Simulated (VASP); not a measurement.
# Sb (P4/mmm) in VASP: notebook, part 2 of 2

VASP 6.6.1.

## Step 3: Single point, PBEsol (strain +0.080 along x and y, +0.040 along z)

INCAR reads:

```
SYSTEM = Sb
PREC     = Accurate       ! precision mode
ENCUT    = 520            ! plane-wave cutoff, eV
EDIFF    = 1E-6           ! SCF threshold, eV
ISMEAR   = 0              ! smearing method
SIGMA    = 0.15           ! smearing width, eV
LREAL    = .FALSE.        ! projectors in reciprocal space
LASPH    = .TRUE.         ! aspherical terms in the spheres
NELM     = 80             ! most SCF steps
ALGO     = Normal         ! electronic algorithm
ISIF     = 2              ! what is computed and relaxed
LWAVE    = .FALSE.        ! write WAVECAR
LCHARG   = .TRUE.         ! write CHGCAR
GGA      = PS             ! functional
LELF     = .TRUE.         ! ELF
LVHAR    = .TRUE.       
NBANDS   = 8              ! bands
```

KPOINTS reads:

```
Automatic mesh
0
G
  16 16 16
  0 0 0
```

POSCAR reads:

```
Sb
1.0
    3.4128000000      0.0000000000      0.0000000000
    0.0000000000      3.4128000000      0.0000000000
    0.0000000000      0.0000000000      3.2864000000
Sb
1
Direct
    0.0000000000      0.0000000000      0.0000000000
```

Potentials or basis: VASP PAW PBE potentials, release 64 (Sb).

Started as:

```sh
$ cat potpaw_PBE.64/Sb/POTCAR > POTCAR
$ mpirun -np 1 vasp_std > vasp.out
```

OUTCAR:

```text
SYSTEM = Sb
   PREC = Accurate
   ENCUT = 520
   EDIFF = 1E-6
   ISMEAR = 0
   LREAL = .FALSE.
   LASPH = .TRUE.
   NELM = 80
   ISIF = 2
   GGA = PS

 ion  position               nearest neighbor table
   1  0.000  0.000  0.000-

  LATTYP: Found a simple tetragonal cell.
 ALAT       =     3.4128000000
 C/A-ratio  =     0.9629629630

  Lattice vectors:

 A1 = (   3.4128000000,   0.0000000000,   0.0000000000)
 A2 = (   0.0000000000,   3.4128000000,   0.0000000000)
 A3 = (   0.0000000000,   0.0000000000,   3.2864000000)

Analysis of symmetry for initial positions (statically):
=====================================================================
 Subroutine PRICEL returns:
 Original cell was already a primitive cell.

 Routine SETGRP: Setting up the symmetry group for a
 simple tetragonal supercell.

 Subroutine GETGRP returns: Found 16 space group operations
 (whereof 16 operations were pure point group operations)
 out of a pool of 16 trial point group operations.

The static configuration has the point symmetry D_4h.

Analysis of symmetry for dynamics (positions and initial velocities):
=====================================================================
 Subroutine PRICEL returns:
 Original cell was already a primitive cell.

 Routine SETGRP: Setting up the symmetry group for a
 simple tetragonal supercell.

 Subroutine GETGRP returns: Found 16 space group operations
 (whereof 16 operations were pure point group operations)
 out of a pool of 16 trial point group operations.

The dynamic configuration has the point symmetry D_4h.

 Subroutine INISYM returns: Found 16 space group operations
 (whereof 16 operations are pure point group operations),
 and found     1 'primitive' translations

----------------------------------------------------------------------------------------

                                     Primitive cell

  volume of cell :      38.2774

  direct lattice vectors                    reciprocal lattice vectors
     3.412800000  0.000000000  0.000000000     0.293014534  0.000000000  0.000000000
     0.000000000  3.412800000  0.000000000     0.000000000  0.293014534  0.000000000
     0.000000000  0.000000000  3.286400000     0.000000000  0.000000000  0.304284323

  length of vectors
     3.412800000  3.412800000  3.286400000     0.293014534  0.293014534  0.304284323

  position of ions in fractional coordinates (direct lattice)
     0.000000000  0.000000000  0.000000000

  ion indices of the primitive-cell ions
   primitive index   ion index
                 1           1

----------------------------------------------------------------------------------------

 KPOINTS: Automatic mesh

Automatic generation of k-mesh.
 Grid dimensions read from file:
 generate k-points for:   16   16   16

 Generating k-lattice:

  Cartesian coordinates                     Fractional coordinates (reciprocal lattice)
     0.018313408  0.000000000  0.000000000     0.062500000  0.000000000  0.000000000
     0.000000000  0.018313408  0.000000000     0.000000000  0.062500000  0.000000000
     0.000000000  0.000000000  0.019017770     0.000000000  0.000000000  0.062500000

  Length of vectors
     0.018313408  0.018313408  0.019017770

  Shift w.r.t. Gamma in fractional coordinates (k-lattice)
     0.000000000  0.000000000  0.000000000

 Subroutine IBZKPT returns following result:
 ===========================================

 Found    405 irreducible k-points:

 Following reciprocal coordinates:
            Coordinates               Weight
  0.000000  0.000000  0.000000      1.000000
  0.062500  0.000000  0.000000      4.000000
  0.125000  0.000000  0.000000      4.000000
  0.187500  0.000000  0.000000      4.000000
  0.250000  0.000000  0.000000      4.000000
  0.312500  0.000000  0.000000      4.000000
[... 16 lines left out ...]
  0.437500  0.125000  0.000000      8.000000
  0.500000  0.125000  0.000000      4.000000
 [... further k-points ...]
   k-points           NKPTS =    405   k-points in BZ     NKDIM =    405   number of bands    NBANDS=      8
   number of dos      NEDOS =    301   number of ions     NIONS =      1
   total plane-waves  NPLWV =  18816
   dimension x,y,z NGX =    28 NGY =   28 NGZ =   24
   dimension x,y,z NGXF=    56 NGYF=   56 NGZF=   48
   ions per type =               1
   NGX,Y,Z   is equivalent  to a cutoff of  13.64, 13.64, 12.14 a.u.
   NGXF,Y,Z  is equivalent  to a cutoff of  27.28, 27.28, 24.28 a.u.
 SYSTEM =  Sb
   PREC   = accura    normal or accurate (medium, high low for compatibility)
   ISTART =      0    job   : 0-new  1-cont  2-samecut
   ICHARG =      2    charge: 1-file 2-atom 10-const
   ISPIN  =      1    spin polarized calculation?
   LNONCOLLINEAR =      F non collinear calculations
   LSORBIT =      F    spin-orbit coupling
   LASPH  =      T    aspherical Exc in radial PAW
   ENCUT  =  520.0 eV  38.22 Ry    6.18 a.u.   6.35  6.35  6.11*2*pi/ulx,y,z
   NELM   =     80;   NELMIN=  2; NELMDL= -5     # of ELM steps
   EDIFF  = 0.1E-05   stopping-criterion for ELM
   LREAL  =      F    real-space projection
   EDIFFG = 0.1E-04   stopping-criterion for IOM
   NSW    =      0    number of steps for IOM
   IBRION =     -1    ionic relax: 0-MD 1-quasi-New 2-CG
   NFREE  =      0    steps in history (QN), initial steepest desc. (CG)
   ISIF   =      2    stress and relaxation
   ISYM   =      2    0-nonsym 1-usesym 2-fastsym
   POTIM  = 0.5000    time-step for ionic-motion
   TEBEG  =    0.0;   TEEND  =   0.0 temperature during run
   PSTRESS=    0.0 pullay stress
   NELECT =       5.0000    total number of electrons
   NUPDOWN=      -1.0000    fix difference up-down
   EMIN   =  10.00;   EMAX   =-10.00  energy-range for DOS
   EFERMI =   0.00;   METHOD = LEGACY
   ISMEAR =     0;   SIGMA  =   0.15  broadening in eV -4-tet -1-fermi 0-gaus
   EFERMI_NEDOS =   21; number of points for ismear=-14 and -15
   IALGO  =     38    algorithm
   IMIX   =      4    mixing-type and parameters
     AMIX     =   0.40;   BMIX     =  1.00
     AMIX_MAG =   1.60;   BMIX_MAG =  1.00
  volume/ion in A,a.u.               =      38.28       258.31
  Fermi-wavevector in a.u.,A,eV,Ry     =   0.830649  1.569699  9.387714  0.689978
  Thomas-Fermi vector in A             =   1.943402
   LORBIT       =      0    0 simple, 1 ext, 2 COOP (PROOUT), +10 PAW based schemes
   GGA     = PS    functional components
   LHFCALC =     F    Hartree Fock is set to
   AEXX    =    0.0000 exact exchange contribution
   IVDW    =     0    specifies the selected vdW correction
   LEPSILON=     F    determine dielectric tensor
   LRPA    =     F    only Hartree local field effects (RPA)
 non-spin polarized calculation
 Gauss-broadening in eV      SIGMA  =   0.15
  energy-cutoff  :      520.00
  volume of cell :       38.28
 maximum number of plane-waves:      1048
 NGX is ok and might be reduce to    28
   NGX = 13   NGY = 13   NGZ = 13

 number of electron       4.9999999 magnetization

 Free energy of the ion-electron system (eV)
  ---------------------------------------------------
  ext. energy  EPLUGINS =         0.00000000
  ---------------------------------------------------
  free energy    TOTEN  =        -4.16608628 eV

  energy without entropy =       -4.15783356  energy(sigma->0) =       -4.16195992

 E-fermi :   4.2126     XC(G=0):  -8.7380

 val. band max:        4.2125163607   @ k =   0.2500   0.1250   0.3750
 cond. band min:       4.2198021901   @ k =   0.2500   0.2500   0.2500
 fundamental gap:      0.0072858294
 Fermi energy:         4.2125905274

 k-point     1 :       0.0000    0.0000    0.0000
  band No.  band energies     occupation
      1      -6.5636      2.00000
      2       6.5628      0.00000
      3       6.5628      0.00000
      4       7.3902      0.00000
      5      10.5880      0.00000
      6      10.7458      0.00000
      7      11.4774      0.00000
      8      20.1280      0.00000

 k-point     2 :       0.0625    0.0000    0.0000
  band No.  band energies     occupation
      1      -6.5233      2.00000
      2       6.0495      0.00000
      3       6.5998      0.00000
      4       7.4272      0.00000
      5      10.6987      0.00000
      6      11.2667      0.00000
      7      11.5212      0.00000
      8      19.5163      0.00000
[... 221 lines left out ...]
 k-point    23 :       0.4375    0.1250    0.0000
  band No.  band energies     occupation
      1      -4.9887      2.00000
      2       0.5222      2.00000
      3       6.2851      0.00000
      4       8.6927      0.00000
      5      11.8695      0.00000
      6      13.3038      0.00000
      7      14.6294      0.00000
      8      15.7453      0.00000

 k-point    24 :       0.5000    0.1250    0.0000
  band No.  band energies     occupation
      1      -4.9002      2.00000
      2       0.3303      2.00000
      3       6.3605      0.00000
      4       8.7531      0.00000
      5      11.7332      0.00000
      6      13.4432      0.00000
      7      14.8481      0.00000
      8      15.4126      0.00000

 [... further k-points ...]
[... 5 lines left out ...]
  --------------------------------------------------------------------------------------
  -------------------------------------------------------------------------------------
  Total       -2.2855039     -2.2855039     -2.0743237      0.0000000      0.0000000     -0.0000000
  in kB      -95.6644204    -95.6644204    -86.8250449      0.0000000      0.0000000     -0.0000000
  external PRESSURE =     -92.7179619 kB  Pullay stress =       0.0000000 kB

 VOLUME and BASIS-vectors are now :
 -----------------------------------------------------------------------------
  energy-cutoff  :      520.00
  volume of cell :       38.28
      direct lattice vectors                 reciprocal lattice vectors
     3.412800000  0.000000000  0.000000000     0.293014534  0.000000000  0.000000000
     0.000000000  3.412800000  0.000000000     0.000000000  0.293014534  0.000000000
     0.000000000  0.000000000  3.286400000     0.000000000  0.000000000  0.304284323

 POSITION                                       TOTAL-FORCE (eV/Angst)
 -----------------------------------------------------------------------------------
      0.00000      0.00000      0.00000         0.000000      0.000000      0.000000
 -----------------------------------------------------------------------------------
    total drift:                                0.000000     -0.000000      0.000000

  FREE ENERGIE OF THE ION-ELECTRON SYSTEM (eV)
  ---------------------------------------------------
  free  energy   TOTEN  =        -4.1660862801 eV

  energy  without entropy=       -4.1578335632  energy(sigma->0) =       -4.16195992
```

Run time: 2.2 min. Hardware: 1 thread of AMD EPYC 7R13, shared host; peak memory 0.22 GiB.

What came out:

| Quantity | Value |
| --- | --- |
| Free energy | -4.1661 eV |
| Pressure | -9.3 GPa |

Caveat: the cell differs from its parent crystal (strain +0.080 along x and y, +0.040 along z); the PAW data sets were made with another functional, which shifts forces and pressure a little; spin-orbit coupling is left out, which moves the levels of the heavy elements.

## Step 4: Single point, PBEsol (strain +0.000 along x and y, -0.040 along z)

INCAR reads:

```
PREC     = Accurate       # precision mode
ENCUT    = 520            # plane-wave cutoff, eV
EDIFF    = 1E-7           # SCF threshold, eV
ISMEAR   = 0              # smearing method
SIGMA    = 0.15           # smearing width, eV
LREAL    = F              # projectors in reciprocal space
LASPH    = T              # aspherical terms in the spheres
NELM     = 60             # most SCF steps
ALGO     = Normal         # electronic algorithm
ISIF     = 2              # what is computed and relaxed
LWAVE    = F              # write WAVECAR
LCHARG   = F              # write CHGCAR
GGA      = PS             # functional
NBANDS   = 8              # bands
```

KPOINTS reads:

```
regular mesh
0
Gamma
  16 16 16
```

POSCAR reads:

```
Sb
1.0
    3.1600000000      0.0000000000      0.0000000000
    0.0000000000      3.1600000000      0.0000000000
    0.0000000000      0.0000000000      3.0336000000
Sb
1
Direct
    0.0000000000      0.0000000000      0.0000000000
```

Started as:

```sh
$ cat potpaw_PBE.64/Sb/POTCAR > POTCAR
$ mpirun -np 1 vasp_std > vasp.out
```

Run time: 28 s. Hardware: 1 thread of Intel Xeon Platinum 8375C at 2.90GHz (Ice Lake), shared host; peak memory 0.21 GiB.

Results (log left out):

```yaml
Free_energy: -4.5104 eV
Pressure: -2.8 GPa
```

Stress tensor (GPa, compression positive):
```
-4.06  0.00  0.00
 0.00 -4.06  0.00
 0.00  0.00 -0.35
```

Levels at points of the mesh, in eV from the Fermi level:
| k point | band 1 | band 2 | band 3 | band 4 | band 5 | band 6 |
| --- | --- | --- | --- | --- | --- | --- |
| (0.00, 0.00, 0.00) | -12.29 | 2.85 | 2.85 | 4.01 | 6.68 | 6.92 |
| (0.50, 0.00, 0.00) | -10.09 | -5.45 | 4.66 | 5.85 | 8.93 | 10.51 |
| (0.50, 0.50, 0.00) | -7.79 | -3.53 | -3.53 | 2.12 | 7.70 | 13.01 |
| (0.00, 0.00, 0.50) | -9.56 | -5.56 | 5.10 | 5.10 | 9.05 | 10.10 |
| (0.50, 0.00, 0.50) | -7.20 | -3.71 | -3.14 | 2.22 | 6.94 | 12.68 |
| (0.50, 0.50, 0.50) | -4.61 | -1.98 | -1.36 | -1.36 | 4.74 | 4.74 |

Caveat: the cell differs from its parent crystal (strain +0.000 along x and y, -0.040 along z); the PAW data sets were made with another functional, which shifts forces and pressure a little; spin-orbit coupling is left out, which moves the levels of the heavy elements.

## Step 5: Single point, PBEsol (strain +0.000 along x and y, +0.040 along z)

INCAR reads:

```
  PREC = Accurate
  ENCUT = 520
  EDIFF = 1E-7
  ISMEAR = 0
  SIGMA = 0.15
  LREAL = False
  LASPH = True
  NELM = 60
  ALGO = Normal
  ISIF = 2
  LWAVE = False
  LCHARG = False
  GGA = PS
  NBANDS = 8
```

KPOINTS is that of step 4.

POSCAR, as its differences from that of step 4:

```diff
@@ -4,3 +4,3 @@
     0.0000000000      3.1600000000      0.0000000000
-    0.0000000000      0.0000000000      3.0336000000
+    0.0000000000      0.0000000000      3.2864000000
 Sb
```

Started as:

```sh
$ cat potpaw_PBE.64/Sb/POTCAR > POTCAR
$ mpirun -np 1 vasp_std > vasp.out
```

Wall time 24 s (1 thread of Intel Xeon Platinum 8375C at 2.90GHz (Ice Lake), shared host); peak memory 0.22 GiB.

The run converged. Its results:

```
Free energy : -4.4377 eV
Pressure    : -6.1 GPa
```

Stress tensor (GPa, compression positive):
```
-5.20  0.00  0.00
 0.00 -5.20  0.00
 0.00  0.00 -7.86
```

Levels at points of the mesh, in eV from the Fermi level:
| k point | band 1 | band 2 | band 3 | band 4 | band 5 | band 6 |
| --- | --- | --- | --- | --- | --- | --- |
| (0.00, 0.00, 0.00) | -11.72 | 2.37 | 3.35 | 3.35 | 6.42 | 7.09 |
| (0.50, 0.00, 0.00) | -9.48 | -5.01 | 4.20 | 5.19 | 8.72 | 9.97 |
| (0.50, 0.50, 0.00) | -7.11 | -3.08 | -3.08 | 2.51 | 6.01 | 11.94 |
| (0.00, 0.00, 0.50) | -9.92 | -4.89 | 4.83 | 4.83 | 8.79 | 10.60 |
| (0.50, 0.00, 0.50) | -7.60 | -3.41 | -2.91 | 2.43 | 6.66 | 12.25 |
| (0.50, 0.50, 0.50) | -5.06 | -1.61 | -1.61 | -1.05 | 4.74 | 5.05 |

Caveat: the cell differs from its parent crystal (strain +0.000 along x and y, +0.040 along z); the PAW data sets were made with another functional, which shifts forces and pressure a little; spin-orbit coupling is left out, which moves the levels of the heavy elements.

## Step 6: The runs side by side

| cell | gap on the mesh (eV) | pressure (GPa) |
| --- | --- | --- |
| a = 3.034, b = 3.034, c = 3.160 Å, 1 atom | none | -0.5 |
| a = 3.413, b = 3.413, c = 3.286 Å, 1 atom | none | -9.3 |
| a = 3.160, b = 3.160, c = 3.034 Å, 1 atom | none | -2.8 |
| a = 3.160, b = 3.160, c = 3.286 Å, 1 atom | none | -6.1 |

Alike in all rows: task single point; level PBEsol; potentials or basis VASP PAW PBE potentials, release 64 (Sb); no spin polarisation; k mesh 16 × 16 × 16; cutoff (eV) 520; smearing gaussian 0.15 eV.

Caveats: the PAW data sets were made with another functional, which shifts forces and pressure a little; spin-orbit coupling is left out, which moves the levels of the heavy elements.

Total energies depend on the potentials used, so only differences within one code and one set of settings carry meaning.
